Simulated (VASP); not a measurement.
# HfB (Fm-3m) in VASP: notebook

Runs on HfB. Level: PBE. Tasks: single point.

Program: VASP 6.6.1. These are calculated values, not measurements. Logs are shortened: lines on timing, memory, paths and dates and some standing lists are left out, and cuts for length are marked.

## 1. The cell of the first run

Symmetry: Fm-3m, No. 225, cubic system. Conventional cell: a = 4.542 Å, b = 4.542 Å, c = 4.542 Å, α = 90.00°, β = 90.00°, γ = 90.00°. Within 3.0 Å of Hf (site symmetry m-3m) lie 6 B at 2.27 Å. B (site symmetry m-3m) has 6 Hf at 2.27 Å within 3.0 Å.

## 2. Single point, PBE

The input, INCAR:

```
PREC = Accurate
ENCUT = 520
EDIFF = 1E-7
ISMEAR = -1
SIGMA = 0.15
LREAL = False
LASPH = True
NELM = 60
ALGO = Normal
ISIF = 2
LWAVE = False
LCHARG = False
GGA = PE
NBANDS = 14
```

The input, KPOINTS:

```
Automatic mesh
0
Gamma
  9 9 9
```

The input, POSCAR:

```
HfB
1.0
    0.0000000000      2.2708398925      2.2708398925
    2.2708398925      0.0000000000      2.2708398925
    2.2708398925      2.2708398925      0.0000000000
Hf B
1 1
Direct
    0.5000000000      0.5000000000      0.5000000000
    0.0000000000      0.0000000000      0.0000000000
```

Potentials or basis: VASP PAW PBE potentials, release 64 (Hf_pv, B).

Launch:

```
$ cat potpaw_PBE.64/Hf_pv/POTCAR potpaw_PBE.64/B/POTCAR > POTCAR
$ mpirun -np 1 vasp_std > vasp.out
```

OUTCAR:

```text
PREC = Accurate
   ENCUT = 520
   EDIFF = 1E-7
   ISMEAR = -1
   LREAL = False
   LASPH = True
   NELM = 60
   ISIF = 2
   GGA = PE

 ion  position               nearest neighbor table
   1  0.500  0.500  0.500-   2 2.27   2 2.27   2 2.27   2 2.27   2 2.27   2 2.27
   2  0.000  0.000  0.000-   1 2.27   1 2.27   1 2.27   1 2.27   1 2.27   1 2.27

  LATTYP: Found a face centered cubic cell.
 ALAT       =     4.5416797850

  Lattice vectors:

 A1 = (   0.0000000000,   2.2708398925,   2.2708398925)
 A2 = (   2.2708398925,   0.0000000000,   2.2708398925)
 A3 = (   2.2708398925,   2.2708398925,   0.0000000000)

Analysis of symmetry for initial positions (statically):
=====================================================================
 Subroutine PRICEL returns:
 Original cell was already a primitive cell.

 Routine SETGRP: Setting up the symmetry group for a
 face centered cubic supercell.

 Subroutine GETGRP returns: Found 48 space group operations
 (whereof 48 operations were pure point group operations)
 out of a pool of 48 trial point group operations.

The static configuration has the point symmetry O_h .

Analysis of symmetry for dynamics (positions and initial velocities):
=====================================================================
 Subroutine PRICEL returns:
 Original cell was already a primitive cell.

 Routine SETGRP: Setting up the symmetry group for a
 face centered cubic supercell.

 Subroutine GETGRP returns: Found 48 space group operations
 (whereof 48 operations were pure point group operations)
 out of a pool of 48 trial point group operations.

The dynamic configuration has the point symmetry O_h .

 Subroutine INISYM returns: Found 48 space group operations
 (whereof 48 operations are pure point group operations),
 and found     1 'primitive' translations

----------------------------------------------------------------------------------------

                                     Primitive cell

  volume of cell :      23.4201

  direct lattice vectors                    reciprocal lattice vectors
     0.000000000  2.270839893  2.270839893    -0.220182850  0.220182850  0.220182850
     2.270839893  0.000000000  2.270839893     0.220182850 -0.220182850  0.220182850
     2.270839893  2.270839893  0.000000000     0.220182850  0.220182850 -0.220182850

  length of vectors
     3.211452574  3.211452574  3.211452574     0.381367884  0.381367884  0.381367884

  position of ions in fractional coordinates (direct lattice)
     0.500000000  0.500000000  0.500000000
     0.000000000  0.000000000  0.000000000

  ion indices of the primitive-cell ions
   primitive index   ion index
                 1           1
                 2           2

----------------------------------------------------------------------------------------

 KPOINTS: Automatic mesh

Automatic generation of k-mesh.
 Grid dimensions read from file:
 generate k-points for:    9    9    9

 Generating k-lattice:

  Cartesian coordinates                     Fractional coordinates (reciprocal lattice)
    -0.024464761  0.024464761  0.024464761     0.111111111  0.000000000  0.000000000
     0.024464761 -0.024464761  0.024464761     0.000000000  0.111111111  0.000000000
     0.024464761  0.024464761 -0.024464761     0.000000000  0.000000000  0.111111111

  Length of vectors
     0.042374209  0.042374209  0.042374209

  Shift w.r.t. Gamma in fractional coordinates (k-lattice)
     0.000000000  0.000000000  0.000000000

 Subroutine IBZKPT returns following result:
 ===========================================

 Found     35 irreducible k-points:

 Following reciprocal coordinates:
            Coordinates               Weight
  0.000000  0.000000  0.000000      1.000000
  0.111111  0.000000  0.000000      8.000000
  0.222222  0.000000  0.000000      8.000000
  0.333333  0.000000  0.000000      8.000000
  0.444444  0.000000  0.000000      8.000000
  0.111111  0.111111  0.000000      6.000000
[... 16 lines left out ...]
 -0.333333  0.333333  0.000000     12.000000
  0.444444  0.444444  0.000000      6.000000
 [... further k-points ...]
   k-points           NKPTS =     35   k-points in BZ     NKDIM =     35   number of bands    NBANDS=     14
   number of dos      NEDOS =    301   number of ions     NIONS =      2
   total plane-waves  NPLWV =  13824
   dimension x,y,z NGX =    24 NGY =   24 NGZ =   24
   dimension x,y,z NGXF=    48 NGYF=   48 NGZF=   48
   ions per type =               1   1
   NGX,Y,Z   is equivalent  to a cutoff of  12.42, 12.42, 12.42 a.u.
   NGXF,Y,Z  is equivalent  to a cutoff of  24.85, 24.85, 24.85 a.u.
 SYSTEM =  unknown system
   PREC   = accura    normal or accurate (medium, high low for compatibility)
   ISTART =      0    job   : 0-new  1-cont  2-samecut
   ICHARG =      2    charge: 1-file 2-atom 10-const
   ISPIN  =      1    spin polarized calculation?
   LNONCOLLINEAR =      F non collinear calculations
   LSORBIT =      F    spin-orbit coupling
   LASPH  =      T    aspherical Exc in radial PAW
   ENCUT  =  520.0 eV  38.22 Ry    6.18 a.u.   5.97  5.97  5.97*2*pi/ulx,y,z
   NELM   =     60;   NELMIN=  2; NELMDL= -5     # of ELM steps
   EDIFF  = 0.1E-06   stopping-criterion for ELM
   LREAL  =      F    real-space projection
   EDIFFG = 0.1E-05   stopping-criterion for IOM
   NSW    =      0    number of steps for IOM
   IBRION =     -1    ionic relax: 0-MD 1-quasi-New 2-CG
   NFREE  =      0    steps in history (QN), initial steepest desc. (CG)
   ISIF   =      2    stress and relaxation
   ISYM   =      2    0-nonsym 1-usesym 2-fastsym
   POTIM  = 0.5000    time-step for ionic-motion
   TEBEG  =    0.0;   TEEND  =   0.0 temperature during run
   PSTRESS=    0.0 pullay stress
   NELECT =      13.0000    total number of electrons
   NUPDOWN=      -1.0000    fix difference up-down
   EMIN   =  10.00;   EMAX   =-10.00  energy-range for DOS
   EFERMI =   0.00;   METHOD = LEGACY
   ISMEAR =    -1;   SIGMA  =   0.15  broadening in eV -4-tet -1-fermi 0-gaus
   EFERMI_NEDOS =   21; number of points for ismear=-14 and -15
   IALGO  =     38    algorithm
   IMIX   =      4    mixing-type and parameters
     AMIX     =   0.40;   BMIX     =  1.00
     AMIX_MAG =   1.60;   BMIX_MAG =  1.00
  volume/ion in A,a.u.               =      11.71        79.02
  Fermi-wavevector in a.u.,A,eV,Ry     =   1.345425  2.542484 24.628830  1.810168
  Thomas-Fermi vector in A             =   2.473339
   LORBIT       =      0    0 simple, 1 ext, 2 COOP (PROOUT), +10 PAW based schemes
   GGA     = PE    functional components
   LHFCALC =     F    Hartree Fock is set to
   AEXX    =    0.0000 exact exchange contribution
   IVDW    =     0    specifies the selected vdW correction
   LEPSILON=     F    determine dielectric tensor
   LRPA    =     F    only Hartree local field effects (RPA)
 non-spin polarized calculation
  energy-cutoff  :      520.00
  volume of cell :       23.42
 maximum number of plane-waves:       642
   NGX = 11   NGY = 11   NGZ = 11

 number of electron      13.0000000 magnetization

 Free energy of the ion-electron system (eV)
  ---------------------------------------------------
  ext. energy  EPLUGINS =         0.00000000
  ---------------------------------------------------
  free energy    TOTEN  =       -16.89334011 eV

  energy without entropy =      -16.82612664  energy(sigma->0) =      -16.85973337

 E-fermi :   5.5029     XC(G=0): -12.5503

 val. band max:        5.3991444425   @ k =   0.3333   0.1111   0.0000
 cond. band min:       5.5916804506   @ k =   0.4444   0.2222   0.0000
 fundamental gap:      0.1925360081
 Fermi energy:         5.5028793036

 k-point     1 :       0.0000    0.0000    0.0000
  band No.  band energies     occupation
      1     -22.5617      2.00000
      2     -22.5617      2.00000
      3     -22.5617      2.00000
      4      -4.2683      2.00000
      5       7.7110      0.00000
      6       7.7110      0.00000
      7       7.7110      0.00000
      8       9.5760      0.00000
      9       9.5760      0.00000
     10       9.5760      0.00000
     11       9.8874      0.00000
     12       9.8874      0.00000
     13      17.3403      0.00000
     14      19.2780      0.00000

 k-point     2 :       0.1111    0.0000    0.0000
  band No.  band energies     occupation
      1     -22.6726      2.00000
      2     -22.5726      2.00000
      3     -22.5726      2.00000
      4      -3.8888      2.00000
      5       6.6114      0.00123
      6       7.2043      0.00002
      7       7.2043      0.00002
      8       8.5031      0.00000
      9       8.5031      0.00000
     10      10.1261      0.00000
     11      12.2271      0.00000
     12      12.2271      0.00000
     13      18.2975      0.00000
     14      19.6410      0.00000

 k-point     3 :       0.2222    0.0000    0.0000
  band No.  band energies     occupation
      1     -22.9429      2.00000
      2     -22.6000      2.00000
      3     -22.6000      2.00000
      4      -2.8570      2.00000
      5       4.8855      1.96789
      6       5.7166      0.38777
      7       5.7166      0.38777
      8       9.3382      0.00000
      9       9.3382      0.00000
     10      10.7023      0.00000
     11      15.0603      0.00000
     12      15.0603      0.00000
     13      19.7926      0.00000
     14      20.7525      0.00000

 k-point     4 :       0.3333    0.0000    0.0000
  band No.  band energies     occupation
      1     -23.2342      2.00000
      2     -22.6307      2.00000
      3     -22.6307      2.00000
      4      -1.4495      2.00000
      5       3.2858      2.00000
      6       4.6207      1.99443
      7       4.6207      1.99443
      8      10.7664      0.00000
      9      10.7664      0.00000
     10      11.4407      0.00000
     11      17.9006      0.00000
     12      17.9173      0.00000
     13      17.9173      0.00000
     14      20.9572      0.00000

 k-point     5 :       0.4444    0.0000    0.0000
  band No.  band energies     occupation
      1     -23.4162      2.00000
      2     -22.6506      2.00000
      3     -22.6506      2.00000
      4      -0.0609      2.00000
      5       1.9460      2.00000
      6       4.0609      1.99987
      7       4.0609      1.99987
      8      12.1193      0.00000
      9      12.1193      0.00000
     10      12.7943      0.00000
     11      15.1345      0.00000
[... 276 lines left out ...]
 k-point    22 :      -0.4444    0.3333    0.0000
  band No.  band energies     occupation
      1     -23.2630      2.00000
      2     -22.9990      2.00000
      3     -22.8041      2.00000
      4      -0.6191      2.00000
      5       3.3441      2.00000
      6       4.3898      1.99880
      7       5.9792      0.08019
      8       8.5463      0.00000
      9      12.9799      0.00000
     10      13.7559      0.00000
     11      15.3968      0.00000
     12      16.8710      0.00000
     13      20.2080      0.00000
     14      20.9761      0.00000

 k-point    23 :      -0.3333    0.3333    0.0000
  band No.  band energies     occupation
      1     -23.1505      2.00000
      2     -23.1339      2.00000
      3     -22.7490      2.00000
      4       0.0835      2.00000
      5       2.4433      2.00000
      6       4.2587      1.99950
      7       5.0997      1.87258
      8       9.8947      0.00000
      9      11.9452      0.00000
     10      13.7938      0.00000
     11      15.8817      0.00000
     12      17.9962      0.00000
     13      20.7063      0.00000
     14      20.9669      0.00000

 k-point    24 :       0.4444    0.4444    0.0000
  band No.  band energies     occupation
      1     -23.3399      2.00000
      2     -22.8635      2.00000
      3     -22.8635      2.00000
      4      -1.3940      2.00000
      5       4.2876      1.99939
      6       4.4526      1.99818
      7       7.9315      0.00000
      8       7.9315      0.00000
      9      11.9774      0.00000
     10      13.9205      0.00000
     11      13.9205      0.00000
     12      16.1646      0.00000
     13      20.0318      0.00000
     14      20.9873      0.00000

 [... further k-points ...]

------------------------ aborting loop because EDIFF is reached ----------------------------------------

  FORCE on cell =-STRESS in cart. coord.  units (eV):
  Direction    XX          YY          ZZ          XY          YZ          ZX
  --------------------------------------------------------------------------------------
  -------------------------------------------------------------------------------------
  Total        6.8369090      6.8369090      6.8369090      0.0000000     -0.0000000      0.0000000
  in kB      467.7145070    467.7145070    467.7145070      0.0000000     -0.0000000      0.0000000
  external PRESSURE =     467.7145070 kB  Pullay stress =       0.0000000 kB

 VOLUME and BASIS-vectors are now :
 -----------------------------------------------------------------------------
  energy-cutoff  :      520.00
  volume of cell :       23.42
      direct lattice vectors                 reciprocal lattice vectors
     0.000000000  2.270839893  2.270839893    -0.220182850  0.220182850  0.220182850
     2.270839893  0.000000000  2.270839893     0.220182850 -0.220182850  0.220182850
     2.270839893  2.270839893  0.000000000     0.220182850  0.220182850 -0.220182850

 POSITION                                       TOTAL-FORCE (eV/Angst)
 -----------------------------------------------------------------------------------
      2.27084      2.27084      2.27084        -0.000000     -0.000000      0.000000
      0.00000      0.00000      0.00000         0.000000      0.000000     -0.000000
 -----------------------------------------------------------------------------------
    total drift:                               -0.000000     -0.000000      0.000000

  FREE ENERGIE OF THE ION-ELECTRON SYSTEM (eV)
  ---------------------------------------------------
  free  energy   TOTEN  =       -16.8933401089 eV

  energy  without entropy=      -16.8261266356  energy(sigma->0) =      -16.85973337
```

It took 15 s on 1 thread of Intel Xeon Platinum 8259CL at 2.50GHz (Skylake/Cascade Lake), shared host; peak memory 0.14 GiB.

Results:

| Property | Result |
| --- | --- |
| Free energy | -16.8933 eV |
| Pressure | 46.8 GPa |

Caveat: spin-orbit coupling is left out, which moves the levels of the heavy elements.

## 3. Single point, PBE

This run uses another cell than the first one, of 12.08 Å³/atom, 1.032 times its volume.

The input, INCAR:

```
SYSTEM = HfB
PREC = Accurate ; ENCUT = 520
EDIFF = 1E-6 ; ISMEAR = -1
SIGMA = 0.15 ; LREAL = .False.
LASPH = .True. ; NELM = 80
ALGO = Normal ; ISIF = 2
LWAVE = .False. ; LCHARG = .False.
GGA = PE ; NBANDS = 14
```

The input, KPOINTS:

```
Automatic mesh
0
Gamma
  9 9 9
  0 0 0
```

The input, POSCAR:

```
HfB
1.0
    0.0000000000      2.2944961772      2.2944961772
    2.2944961772      0.0000000000      2.2944961772
    2.2944961772      2.2944961772      0.0000000000
Hf B
1 1
Direct
    0.5000000000      0.5000000000      0.5000000000
    0.0000000000      0.0000000000      0.0000000000
```

Potentials or basis: VASP PAW PBE potentials, release 64 (Hf_pv, B).

Launch:

```
$ cat potpaw_PBE.64/Hf_pv/POTCAR potpaw_PBE.64/B/POTCAR > POTCAR
$ mpirun -np 1 vasp_std > vasp.out
```

Wall time 9.3 s (1 thread of Intel Xeon Platinum 8259CL at 2.50GHz (Skylake/Cascade Lake), shared host); peak memory 0.14 GiB.

The run converged. Its results:

| Item | Value |
| --- | --- |
| Free energy | -17.0860 eV |
| Pressure | 36.8 GPa |

Levels at points of the mesh, in eV from the Fermi level:
```csv
k point,band 3,band 4,band 5,band 6,band 7,band 8,band 9,band 10,band 11,band 12
"(0.00, 0.00, 0.00)",-28.23,-9.68,2.18,2.18,2.18,3.98,3.98,3.98,4.26,4.26
```

Caveat: spin-orbit coupling is left out, which moves the levels of the heavy elements.
